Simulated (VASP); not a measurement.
# Pd (P6_3/mmc) in VASP: notebook

The runs below take Pd through single point, with r2SCAN.

Program: VASP 6.6.1. These are calculated values, not measurements. Logs are shortened: lines on timing, memory, paths and dates and some standing lists are left out, and cuts for length are marked.

**1. The cell of the first run**

It takes space group P6_3/mmc (No. 194, hexagonal). Conventional cell: a = 2.748 Å, b = 2.748 Å, c = 4.599 Å, α = 90.00°, β = 90.00°, γ = 120.00°. Pd (site symmetry -6m2) has 12 Pd at 2.75 to 2.79 Å within 3.6 Å.

This isn't the form of Pd at room conditions, which is fcc.

**2. Single point, r2SCAN, collinear spin**

Input file POSCAR:

```
Pd
1.0
    2.7484279448      0.0000000000      0.0000000000
   -1.3742139724      2.3802084206      0.0000000000
    0.0000000000      0.0000000000      4.5985089874
Pd
2
Direct
    0.3333333333      0.6666666667      0.2500000000
    0.6666666667      0.3333333333      0.7500000000
```

Input file INCAR.step1:

```
SYSTEM = Pd
  ALGO = Normal
  EDIFF = 1E-4
  ENCUT = 520
  GGA = PE
  ISMEAR = -1
  ISPIN = 2
  LASPH = .True.
  LCHARG = .False.
  LMAXMIX = 4
  LREAL = .False.
  LWAVE = .True.
  MAGMOM = 0.5 0.5
  NBANDS = 21
  NELM = 150
  PREC = Accurate
  SIGMA = 0.05
```

Input file INCAR.step2:

```
SYSTEM = Pd
  ALGO = Normal
  EDIFF = 1E-7
  ENCUT = 520
  ISIF = 2
  ISMEAR = -1
  ISPIN = 2
  ISTART = 1
  LASPH = .True.
  LCHARG = .True.
  LELF = .True.
  LMAXMIX = 4
  LMIXTAU = .True.
  LORBIT = 11
  LREAL = .False.
  LVHAR = .True.
  LWAVE = .False.
  MAGMOM = 0.5 0.5
  METAGGA = R2SCAN
  NBANDS = 21
  NELM = 150
  PREC = Accurate
  SIGMA = 0.05
```

Input file KPOINTS:

```
k-points
0
Gamma
  13 13 7
  0 0 0
```

Potentials or basis: VASP PAW PBE potentials, release 64 (Pd).

Started as:

```bash
> cat potpaw_PBE.64/Pd/POTCAR > POTCAR
> cp INCAR.step1 INCAR
> mpirun -np 1 vasp_std > vasp.out
> cp INCAR.step2 INCAR
> mpirun -np 1 vasp_std > vasp.out
```

OUTCAR:

```text
SYSTEM = Pd
   EDIFF = 1E-7
   ENCUT = 520
   ISIF = 2
   ISMEAR = -1
   ISPIN = 2
   ISTART = 1
   LASPH = .True.
   LORBIT = 11
   LREAL = .False.
   METAGGA = R2SCAN
   NELM = 150
   PREC = Accurate

 ion  position               nearest neighbor table
   1  0.333  0.667  0.250-   2 2.79   2 2.79   2 2.79   2 2.79   2 2.79   2 2.79
   2  0.667  0.333  0.750-   1 2.79   1 2.79   1 2.79   1 2.79   1 2.79   1 2.79

  LATTYP: Found a hexagonal cell.
 ALAT       =     2.7484279448
 C/A-ratio  =     1.6731415485

  Lattice vectors:

 A1 = (   2.7484279448,   0.0000000000,   0.0000000000)
 A2 = (  -1.3742139724,   2.3802084206,   0.0000000000)
 A3 = (   0.0000000000,   0.0000000000,   4.5985089874)

Analysis of symmetry for initial positions (statically):
=====================================================================
 Subroutine PRICEL returns:
 Original cell was already a primitive cell.

 Routine SETGRP: Setting up the symmetry group for a
 hexagonal supercell.

 Subroutine GETGRP returns: Found 24 space group operations
 (whereof 12 operations were pure point group operations)
 out of a pool of 24 trial point group operations.

The static configuration has the point symmetry D_3d.
 The point group associated with its full space group is D_6h.

Analysis of symmetry for dynamics (positions and initial velocities):
=====================================================================
 Subroutine PRICEL returns:
 Original cell was already a primitive cell.

 Routine SETGRP: Setting up the symmetry group for a
 hexagonal supercell.

 Subroutine GETGRP returns: Found 24 space group operations
 (whereof 12 operations were pure point group operations)
 out of a pool of 24 trial point group operations.

The dynamic configuration has the point symmetry D_3d.
 The point group associated with its full space group is D_6h.

Analysis of structural, dynamic, and magnetic symmetry:
=====================================================================
 Subroutine PRICEL returns:
 Original cell was already a primitive cell.

 Routine SETGRP: Setting up the symmetry group for a
 hexagonal supercell.

 Subroutine GETGRP returns: Found 24 space group operations
 (whereof 12 operations were pure point group operations)
 out of a pool of 24 trial point group operations.

The overall configuration has the point symmetry D_3d.
 The point group associated with its full space group is D_6h.

 Subroutine INISYM returns: Found 24 space group operations
[... 117 lines left out ...]
     AMIX_MAG =   1.60;   BMIX_MAG =  1.00
  volume/ion in A,a.u.               =      15.04       101.50
  Fermi-wavevector in a.u.,A,eV,Ry     =   1.428826  2.700090 27.776892  2.041544
  Thomas-Fermi vector in A             =   2.548846
   LORBIT       =     11    0 simple, 1 ext, 2 COOP (PROOUT), +10 PAW based schemes
   METAGGA = R2SCAN    functional components
   LHFCALC =     F    Hartree Fock is set to
   AEXX    =    0.0000 exact exchange contribution
   IVDW    =     0    specifies the selected vdW correction
   LEPSILON=     F    determine dielectric tensor
   LRPA    =     F    only Hartree local field effects (RPA)
 spin polarized calculation
  energy-cutoff  :      520.00
  volume of cell :       30.08
 maximum number of plane-waves:       826
   NGX = 11   NGY = 11   NGZ = 17

 number of electron      20.0000006 magnetization       0.7867744

 Free energy of the ion-electron system (eV)
  ---------------------------------------------------
  ext. energy  EPLUGINS =         0.00000000
  ---------------------------------------------------
  free energy    TOTEN  =       -45.86117701 eV

  energy without entropy =      -45.83627899  energy(sigma->0) =      -45.84872800

 E-fermi :   9.3667     XC(G=0): -13.9776

 val. band max:        9.3495594620   @ k =   0.2308   0.0769   0.1429
 cond. band min:       9.3697032031   @ k =   0.2308   0.0769   0.0000
 fundamental gap:      0.0201437410
 Fermi energy:         9.3666515322

 spin component 1

 k-point     1 :       0.0000    0.0000    0.0000
  band No.  band energies     occupation
      1       2.2689      1.00000
      2       3.8614      1.00000
      3       6.0914      1.00000
      4       6.3509      1.00000
      5       6.3509      1.00000
      6       6.6903      1.00000
[... 565 lines left out ...]
     20      31.3983      0.00000
     21      32.4527      0.00000

 [... further k-points ...]

 spin component 2

 k-point     1 :       0.0000    0.0000    0.0000
  band No.  band energies     occupation
      1       2.2431      1.00000
      2       4.1547      1.00000
      3       6.5700      1.00000
      4       6.7609      1.00000
      5       6.7609      1.00000
      6       7.1129      1.00000
[... 565 lines left out ...]
     20      32.4264      0.00000
     21      32.5695      0.00000

 [... further k-points ...]

------------------------ aborting loop because EDIFF is reached ----------------------------------------

  FORCE on cell =-STRESS in cart. coord.  units (eV):
  Direction    XX          YY          ZZ          XY          YZ          ZX
  --------------------------------------------------------------------------------------
  -------------------------------------------------------------------------------------
  Total        0.1330616      0.1330616      0.1002582      0.0000000      0.0000000      0.0000000
  in kB        7.0867466      7.0867466      5.3396648      0.0000000      0.0000000      0.0000000
  external PRESSURE =       6.5043860 kB  Pullay stress =       0.0000000 kB

 VOLUME and BASIS-vectors are now :
 -----------------------------------------------------------------------------
  energy-cutoff  :      520.00
  volume of cell :       30.08
      direct lattice vectors                 reciprocal lattice vectors
     2.748427945  0.000000000  0.000000000     0.363844358  0.210065638  0.000000000
    -1.374213972  2.380208421  0.000000000     0.000000000  0.420131276  0.000000000
     0.000000000  0.000000000  4.598508987     0.000000000  0.000000000  0.217461791

 POSITION                                       TOTAL-FORCE (eV/Angst)
 -----------------------------------------------------------------------------------
     -0.00000      1.58681      1.14963         0.000000     -0.000000      0.000000
      1.37421      0.79340      3.44888        -0.000000      0.000000      0.000000
 -----------------------------------------------------------------------------------
    total drift:                               -0.000000      0.000000     -0.000000

  FREE ENERGIE OF THE ION-ELECTRON SYSTEM (eV)
  ---------------------------------------------------
  free  energy   TOTEN  =       -45.8611770077 eV

  energy  without entropy=      -45.8362789911  energy(sigma->0) =      -45.84872800

 total charge

# of ion       s       p       d       tot
------------------------------------------
    1        0.501   0.440   8.503   9.444
    2        0.501   0.440   8.503   9.444
--------------------------------------------------
tot          1.003   0.880  17.006  18.889

 magnetization (x)

# of ion       s       p       d       tot
------------------------------------------
    1       -0.001  -0.014   0.414   0.399
    2       -0.001  -0.014   0.414   0.399
--------------------------------------------------
tot         -0.002  -0.027   0.828   0.798
```

OUTCAR.step1:

```text
SYSTEM = Pd
   EDIFF = 1E-4
   ENCUT = 520
   GGA = PE
   ISMEAR = -1
   ISPIN = 2
   LASPH = .True.
   LREAL = .False.
[... 1395 lines left out ...]
     -0.00000      1.58681      1.14963         0.000000     -0.000000      0.000000
      1.37421      0.79340      3.44888        -0.000000      0.000000      0.000000
 -----------------------------------------------------------------------------------
    total drift:                               -0.000000      0.000000     -0.000000

  FREE ENERGIE OF THE ION-ELECTRON SYSTEM (eV)
  ---------------------------------------------------
  free  energy   TOTEN  =       -10.3822037658 eV

  energy  without entropy=      -10.3445207666  energy(sigma->0) =      -10.36336227
```

It took 8.3 min on 1 thread of Intel Xeon 8259CL, shared host; peak memory 0.21 GiB.

Results:

```
Free energy                                           : -45.8612 eV
Pressure                                              : 0.7 GPa
Net moment                                            : 0.79 μB per cell
Site moments                                          : Pd +0.40 μB
Valence electrons inside the program's atomic spheres : Pd 9.44
```

Stress tensor (GPa, compression positive):
```
0.71 0.00 0.00
0.00 0.71 0.00
0.00 0.00 0.53
```

Levels at points of the mesh, in eV from the Fermi level:
Spin up:
```
           k point  band 7  band 8  band 9  band 10  band 11  band 12  band 13  band 14
(0.00, 0.00, 0.00)   -2.68   -1.92   -1.92    -0.52    -0.52     1.07     6.95    17.98
```
Spin down:
| k point | band 8 | band 9 | band 10 | band 11 | band 12 | band 13 |
| --- | --- | --- | --- | --- | --- | --- |
| (0.00, 0.00, 0.00) | -1.59 | -1.59 | -0.16 | -0.16 | 1.02 | 7.25 |

Caveat: the PAW data sets were made with another functional, which shifts forces and pressure a little.

**3. Single point, r2SCAN, collinear spin (13.24 Å³/atom)**

This run uses another cell than the first one, of 13.24 Å³/atom.

Input file POSCAR:

```
Pd
1.0
    2.6337744460      0.0000000000      0.0000000000
   -1.3168872230      2.2809155781      0.0000000000
    0.0000000000      0.0000000000      4.4066774550
Pd
2
Direct
    0.3333333333      0.6666666667      0.2500000000
    0.6666666667      0.3333333333      0.7500000000
```

Input file INCAR.step1:

```
SYSTEM = Pd
  PREC = Accurate
  ENCUT = 520
  ISMEAR = -1
  SIGMA = 0.05
  LREAL = .FALSE.
  LASPH = .TRUE.
  NELM = 150
  ISPIN = 2
  MAGMOM = 0.44 0.44
  LMAXMIX = 4
  NBANDS = 21
  GGA = PE
  ALGO = Normal
  EDIFF = 1E-4
  LWAVE = .TRUE.
  LCHARG = .FALSE.
```

Input file INCAR.step2:

```
SYSTEM = Pd
  PREC = Accurate
  ENCUT = 520
  EDIFF = 1E-7
  ISMEAR = -1
  SIGMA = 0.05
  LREAL = .FALSE.
  LASPH = .TRUE.
  NELM = 150
  ALGO = Normal
  ISIF = 2
  LWAVE = .FALSE.
  LCHARG = .TRUE.
  ISPIN = 2
  MAGMOM = 0.44 0.44
  LORBIT = 11
  LMAXMIX = 4
  METAGGA = R2SCAN
  LMIXTAU = .TRUE.
  LELF = .TRUE.
  LVHAR = .TRUE.
  NBANDS = 21
  ISTART = 1
```

Input file KPOINTS:

```
regular mesh
0
G
  15 15 8
  0 0 0
```

Potentials or basis: VASP PAW PBE potentials, release 64 (Pd).

Started as:

```bash
> cat potpaw_PBE.64/Pd/POTCAR > POTCAR
> cp INCAR.step1 INCAR
> mpirun -np 1 vasp_std > vasp.out
> cp INCAR.step2 INCAR
> mpirun -np 1 vasp_std > vasp.out
```

Wall time 15 min (1 thread of Intel Xeon 8259CL, shared host); peak memory 0.24 GiB.

It converged, with:

* Free energy: -45.5246 eV
* Pressure: 34.2 GPa
* Net moment: 0.78 μB per cell
* Site moments: Pd +0.39 μB
* Valence electrons inside the program's atomic spheres: Pd 9.74

Stress tensor (GPa, compression positive):
```
34.85  0.00  0.00
 0.00 34.85  0.00
 0.00  0.00 32.77
```

Levels at points of the mesh, in eV from the Fermi level:
Spin up:
| k point | band 6 | band 7 | band 8 | band 9 | band 10 | band 11 | band 12 | band 13 | band 14 | band 15 |
| --- | --- | --- | --- | --- | --- | --- | --- | --- | --- | --- |
| (0.00, 0.00, 0.00) | -3.20 | -3.20 | -2.28 | -2.28 | -0.55 | -0.55 | 0.76 | 8.07 | 18.11 | 19.77 |
| (0.00, 0.00, 0.50) | -3.66 | -3.66 | -3.66 | -1.12 | -1.12 | -1.12 | -1.12 | 15.49 | 15.49 | 18.84 |
Spin down:
```tsv
k point	band 6	band 7	band 8	band 9	band 10	band 11	band 12	band 13	band 14	band 15
(0.00, 0.00, 0.00)	-2.77	-2.77	-1.95	-1.95	-0.18	-0.18	0.72	8.36	18.08	19.76
(0.00, 0.00, 0.50)	-3.27	-3.27	-3.27	-0.74	-0.74	-0.74	-0.74	15.59	15.59	18.86
```

Caveat: the cell stands under pressure; the PAW data sets were made with another functional, which shifts forces and pressure a little.

(Part 1 of 2 ends here.)
